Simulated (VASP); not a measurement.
# Os (P6_3/mmc) in VASP: a series of runs

The runs below take Os through single point, with LDA, BLYP+D4.

Program: VASP 6.6.1. These are calculated values, not measurements. Logs are shortened: lines on timing, memory, paths and dates and some standing lists are left out, and cuts for length are marked.

## Step 1: The cell of the first run

It takes space group P6_3/mmc (No. 194, hexagonal). Conventional cell: a = 2.788 Å, b = 2.788 Å, c = 4.404 Å, α = 90.00°, β = 90.00°, γ = 120.00°. Os (site symmetry -6m2) has 12 Os at 2.73 to 2.79 Å within 3.6 Å.

## Step 2: Single point, LDA

Input file INCAR:

```
SYSTEM = Os
PREC     = Accurate       ! precision mode
ENCUT    = 560            ! plane-wave cutoff, eV
EDIFF    = 1E-6           ! SCF threshold, eV
ISMEAR   = -1             ! smearing method
SIGMA    = 0.05           ! smearing width, eV
LREAL    = .FALSE.        ! projectors in reciprocal space
LASPH    = .TRUE.         ! aspherical terms in the spheres
NELM     = 120            ! most SCF steps
ALGO     = Normal         ! electronic algorithm
ISIF     = 2              ! what is computed and relaxed
LWAVE    = .FALSE.        ! write WAVECAR
LCHARG   = .FALSE.        ! write CHGCAR
GGA      = CA             ! functional
NBANDS   = 23             ! bands
GGA_COMPAT= .FALSE.
```

Input file KPOINTS:

```
Automatic mesh
0
G
  11 11 6
  0 0 0
```

Input file POSCAR:

```
Os
1.0
    2.7877234178      0.0000000000      0.0000000000
   -1.3938617089      2.4142392985      0.0000000000
    0.0000000000      0.0000000000      4.4044215090
Os
2
Direct
    0.6666666667      0.3333333333      0.7500000000
    0.3333333333      0.6666666667      0.2500000000
```

Potentials or basis: VASP PAW LDA potentials, release 64 (Os_sv_GW).

Started as:

```sh
cat potpaw_LDA.64/Os_sv_GW/POTCAR > POTCAR
mpirun -np 1 vasp_std > vasp.out
```

OUTCAR:

```text
SYSTEM = Os
   PREC = Accurate
   ENCUT = 560
   EDIFF = 1E-6
   ISMEAR = -1
   LREAL = .FALSE.
   LASPH = .TRUE.
   NELM = 120
   ISIF = 2
   GGA = CA

 ion  position               nearest neighbor table
   1  0.667  0.333  0.750-   2 2.73   2 2.73   2 2.73   2 2.73   2 2.73   2 2.73
   2  0.333  0.667  0.250-   1 2.73   1 2.73   1 2.73   1 2.73   1 2.73   1 2.73

  LATTYP: Found a hexagonal cell.
 ALAT       =     2.7877234178
 C/A-ratio  =     1.5799348963

  Lattice vectors:

 A1 = (   2.7877234178,   0.0000000000,   0.0000000000)
 A2 = (  -1.3938617089,   2.4142392985,   0.0000000000)
 A3 = (   0.0000000000,   0.0000000000,   4.4044215090)

Analysis of symmetry for initial positions (statically):
=====================================================================
 Subroutine PRICEL returns:
 Original cell was already a primitive cell.

 Routine SETGRP: Setting up the symmetry group for a
 hexagonal supercell.

 Subroutine GETGRP returns: Found 24 space group operations
 (whereof 12 operations were pure point group operations)
 out of a pool of 24 trial point group operations.

The static configuration has the point symmetry D_3d.
 The point group associated with its full space group is D_6h.

Analysis of symmetry for dynamics (positions and initial velocities):
=====================================================================
 Subroutine PRICEL returns:
 Original cell was already a primitive cell.

 Routine SETGRP: Setting up the symmetry group for a
 hexagonal supercell.

 Subroutine GETGRP returns: Found 24 space group operations
 (whereof 12 operations were pure point group operations)
 out of a pool of 24 trial point group operations.

The dynamic configuration has the point symmetry D_3d.
 The point group associated with its full space group is D_6h.

 Subroutine INISYM returns: Found 24 space group operations
 (whereof 12 operations are pure point group operations),
 and found     1 'primitive' translations

----------------------------------------------------------------------------------------

                                     Primitive cell

  volume of cell :      29.6428

  direct lattice vectors                    reciprocal lattice vectors
     2.787723418  0.000000000  0.000000000     0.358715644  0.207104573  0.000000000
    -1.393861709  2.414239299  0.000000000     0.000000000  0.414209147  0.000000000
     0.000000000  0.000000000  4.404421509     0.000000000  0.000000000  0.227044573

  length of vectors
     2.787723418  2.787723418  4.404421509     0.414209147  0.414209147  0.227044573

  position of ions in fractional coordinates (direct lattice)
     0.666666667  0.333333333  0.750000000
     0.333333333  0.666666667  0.250000000

  ion indices of the primitive-cell ions
   primitive index   ion index
                 1           1
                 2           2

----------------------------------------------------------------------------------------

 KPOINTS: Automatic mesh

Automatic generation of k-mesh.
 Grid dimensions read from file:
 generate k-points for:   11   11    6

 Generating k-lattice:

  Cartesian coordinates                     Fractional coordinates (reciprocal lattice)
     0.032610513  0.018827688  0.000000000     0.090909091  0.000000000  0.000000000
     0.000000000  0.037655377  0.000000000     0.000000000  0.090909091  0.000000000
     0.000000000  0.000000000  0.037840762     0.000000000  0.000000000  0.166666667

  Length of vectors
     0.037655377  0.037655377  0.037840762

  Shift w.r.t. Gamma in fractional coordinates (k-lattice)
     0.000000000  0.000000000  0.000000000

 Subroutine IBZKPT returns following result:
 ===========================================

 Found     64 irreducible k-points:

 Following reciprocal coordinates:
            Coordinates               Weight
  0.000000  0.000000  0.000000      1.000000
  0.090909 -0.000000  0.000000      6.000000
  0.181818 -0.000000  0.000000      6.000000
  0.272727 -0.000000  0.000000      6.000000
  0.363636 -0.000000  0.000000      6.000000
  0.454545  0.000000  0.000000      6.000000
[... 16 lines left out ...]
  0.090909  0.090909  0.166667     12.000000
  0.181818  0.090909  0.166667     24.000000
 [... further k-points ...]
   k-points           NKPTS =     64   k-points in BZ     NKDIM =     64   number of bands    NBANDS=     23
   number of dos      NEDOS =    301   number of ions     NIONS =      2
   total plane-waves  NPLWV =  20736
   dimension x,y,z NGX =    24 NGY =   24 NGZ =   36
   dimension x,y,z NGXF=    48 NGYF=   48 NGZF=   72
   ions per type =               2
   NGX,Y,Z   is equivalent  to a cutoff of  14.31, 14.31, 13.59 a.u.
   NGXF,Y,Z  is equivalent  to a cutoff of  28.62, 28.62, 27.18 a.u.
 SYSTEM =  Os
   PREC   = accura    normal or accurate (medium, high low for compatibility)
   ISTART =      0    job   : 0-new  1-cont  2-samecut
   ICHARG =      2    charge: 1-file 2-atom 10-const
   ISPIN  =      1    spin polarized calculation?
   LNONCOLLINEAR =      F non collinear calculations
   LSORBIT =      F    spin-orbit coupling
   LASPH  =      T    aspherical Exc in radial PAW
   ENCUT  =  560.0 eV  41.16 Ry    6.42 a.u.   5.38  5.38  8.50*2*pi/ulx,y,z
   NELM   =    120;   NELMIN=  2; NELMDL= -5     # of ELM steps
   EDIFF  = 0.1E-05   stopping-criterion for ELM
   LREAL  =      F    real-space projection
   EDIFFG = 0.1E-04   stopping-criterion for IOM
   NSW    =      0    number of steps for IOM
   IBRION =     -1    ionic relax: 0-MD 1-quasi-New 2-CG
   NFREE  =      0    steps in history (QN), initial steepest desc. (CG)
   ISIF   =      2    stress and relaxation
   ISYM   =      2    0-nonsym 1-usesym 2-fastsym
   POTIM  = 0.5000    time-step for ionic-motion
   TEBEG  =    0.0;   TEEND  =   0.0 temperature during run
   PSTRESS=    0.0 pullay stress
   NELECT =      32.0000    total number of electrons
   NUPDOWN=      -1.0000    fix difference up-down
   EMIN   =  10.00;   EMAX   =-10.00  energy-range for DOS
   EFERMI =   0.00;   METHOD = LEGACY
   ISMEAR =    -1;   SIGMA  =   0.05  broadening in eV -4-tet -1-fermi 0-gaus
   EFERMI_NEDOS =   21; number of points for ismear=-14 and -15
   IALGO  =     38    algorithm
   IMIX   =      4    mixing-type and parameters
     AMIX     =   0.40;   BMIX     =  1.00
     AMIX_MAG =   1.60;   BMIX_MAG =  1.00
  volume/ion in A,a.u.               =      14.82       100.02
  Fermi-wavevector in a.u.,A,eV,Ry     =   1.679391  3.173589 38.373255  2.820355
  Thomas-Fermi vector in A             =   2.763311
   LORBIT       =      0    0 simple, 1 ext, 2 COOP (PROOUT), +10 PAW based schemes
   GGA     = CA    functional components
   LHFCALC =     F    Hartree Fock is set to
   AEXX    =    0.0000 exact exchange contribution
   IVDW    =     0    specifies the selected vdW correction
   LEPSILON=     F    determine dielectric tensor
   LRPA    =     F    only Hartree local field effects (RPA)
 non-spin polarized calculation
  energy-cutoff  :      560.00
  volume of cell :       29.64
 maximum number of plane-waves:       917
 NGX is ok and might be reduce to    24
   NGX = 11   NGY = 11   NGZ = 17

 number of electron      31.9999999 magnetization

 Free energy of the ion-electron system (eV)
  ---------------------------------------------------
  ext. energy  EPLUGINS =         0.00000000
  ---------------------------------------------------
  free energy    TOTEN  =       -27.41753514 eV

  energy without entropy =      -27.40294143  energy(sigma->0) =      -27.41023829

 E-fermi :  12.4170     XC(G=0): -14.4577

 val. band max:       12.3968532931   @ k =   0.3636  -0.0000   0.3333
 cond. band min:      12.4745965104   @ k =   0.3636   0.0909   0.3333
 fundamental gap:      0.0777432172
 Fermi energy:        12.4169957817

 k-point     1 :       0.0000    0.0000    0.0000
  band No.  band energies     occupation
      1     -73.7079      2.00000
      2     -73.6181      2.00000
      3     -33.7958      2.00000
      4     -33.0137      2.00000
      5     -33.0137      2.00000
      6     -32.8628      2.00000
[... 15 lines left out ...]
     22      25.9136      0.00000
     23      28.2727      0.00000

 k-point     2 :       0.0909   -0.0000    0.0000
  band No.  band energies     occupation
      1     -73.7037      2.00000
      2     -73.6160      2.00000
      3     -33.7726      2.00000
      4     -33.0624      2.00000
      5     -33.0303      2.00000
      6     -32.9155      2.00000
[... 15 lines left out ...]
     22      26.5354      0.00000
     23      28.6612      0.00000

 k-point     3 :       0.1818   -0.0000    0.0000
  band No.  band energies     occupation
      1     -73.6893      2.00000
      2     -73.6109      2.00000
      3     -33.7060      2.00000
      4     -33.1938      2.00000
      5     -33.0732      2.00000
      6     -33.0503      2.00000
[... 15 lines left out ...]
     22      27.4294      0.00000
     23      28.9478      0.00000

 k-point     4 :       0.2727   -0.0000    0.0000
  band No.  band energies     occupation
      1     -73.6697      2.00000
      2     -73.6055      2.00000
      3     -33.6072      2.00000
      4     -33.3661      2.00000
      5     -33.2212      2.00000
      6     -33.1274      2.00000
[... 15 lines left out ...]
     22      25.0055      0.00000
     23      27.5385      0.00000

 k-point     5 :       0.3636   -0.0000    0.0000
  band No.  band energies     occupation
      1     -73.6493      2.00000
      2     -73.6027      2.00000
      3     -33.5235      2.00000
      4     -33.4960      2.00000
      5     -33.3726      2.00000
      6     -33.1758      2.00000
[... 434 lines left out ...]
 k-point    22 :       0.4545    0.0000    0.1667
  band No.  band energies     occupation
      1     -73.6331      2.00000
      2     -73.6052      2.00000
      3     -33.6682      2.00000
      4     -33.5155      2.00000
      5     -33.3203      2.00000
      6     -33.1881      2.00000
[... 15 lines left out ...]
     22      22.8448      0.00000
     23      24.7291      0.00000

 k-point    23 :       0.0909    0.0909    0.1667
  band No.  band energies     occupation
      1     -73.6884      2.00000
      2     -73.6179      2.00000
      3     -33.6795      2.00000
      4     -33.1248      2.00000
      5     -33.0849      2.00000
      6     -33.0218      2.00000
[... 15 lines left out ...]
     22      27.0206      0.00000
     23      28.9770      0.00000

 k-point    24 :       0.1818    0.0909    0.1667
  band No.  band energies     occupation
      1     -73.6722      2.00000
      2     -73.6120      2.00000
      3     -33.6214      2.00000
      4     -33.2555      2.00000
      5     -33.2151      2.00000
      6     -33.0892      2.00000
[... 15 lines left out ...]
     22      26.7492      0.00000
     23      27.7973      0.00000

 [... further k-points ...]

------------------------ aborting loop because EDIFF is reached ----------------------------------------

  FORCE on cell =-STRESS in cart. coord.  units (eV):
  Direction    XX          YY          ZZ          XY          YZ          ZX
  --------------------------------------------------------------------------------------
  -------------------------------------------------------------------------------------
  Total       -5.2839394     -5.2839394     -5.6194633     -0.0000000      0.0000000      0.0000000
  in kB     -285.5943008   -285.5943008   -303.7292039     -0.0000000      0.0000000      0.0000000
  external PRESSURE =    -291.6392685 kB  Pullay stress =       0.0000000 kB

 VOLUME and BASIS-vectors are now :
 -----------------------------------------------------------------------------
  energy-cutoff  :      560.00
  volume of cell :       29.64
      direct lattice vectors                 reciprocal lattice vectors
     2.787723418  0.000000000  0.000000000     0.358715644  0.207104573  0.000000000
    -1.393861709  2.414239299  0.000000000     0.000000000  0.414209147  0.000000000
     0.000000000  0.000000000  4.404421509     0.000000000  0.000000000  0.227044573

 POSITION                                       TOTAL-FORCE (eV/Angst)
 -----------------------------------------------------------------------------------
      1.39386      0.80475      3.30332        -0.000000      0.000000      0.000000
     -0.00000      1.60949      1.10111         0.000000     -0.000000      0.000000
 -----------------------------------------------------------------------------------
    total drift:                               -0.000000      0.000000     -0.000000

  FREE ENERGIE OF THE ION-ELECTRON SYSTEM (eV)
  ---------------------------------------------------
  free  energy   TOTEN  =       -27.4175351411 eV

  energy  without entropy=      -27.4029414330  energy(sigma->0) =      -27.41023829
```

Run time: 48 s. Hardware: 1 thread of Intel Xeon Platinum 8259CL at 2.50GHz (Skylake/Cascade Lake), shared host; peak memory 0.17 GiB.

What came out:

```yaml
Free_energy: -27.4175 eV
Pressure: -29.2 GPa
Band_gap_on_the_k_mesh: zero (bands 16 and 17 overlap by 3.56 eV)
```

Stress tensor (GPa, compression positive):
```
-28.56   0.00   0.00
  0.00 -28.56   0.00
  0.00   0.00 -30.37
```

Levels at points of the mesh, in eV from the Fermi level:
| k point | band 12 | band 13 | band 14 | band 15 | band 16 | band 17 | band 18 | band 19 | band 20 | band 21 |
| --- | --- | --- | --- | --- | --- | --- | --- | --- | --- | --- |
| (0.00, 0.00, 0.00) | -2.76 | -2.54 | -1.99 | -1.99 | -1.40 | -1.40 | 0.16 | 1.60 | 1.60 | 8.42 |
| (0.00, 0.00, 0.50) | -3.26 | -2.94 | -2.94 | -2.94 | -2.94 | 0.86 | 0.86 | 0.86 | 0.86 | 13.17 |

Caveat: the cell stands under tension; spin-orbit coupling is left out, which moves the levels of the heavy elements.

(Continued in part 2 of 2.)

The gap in the log of VASP goes by the Fermi energy; the results here count the filled bands.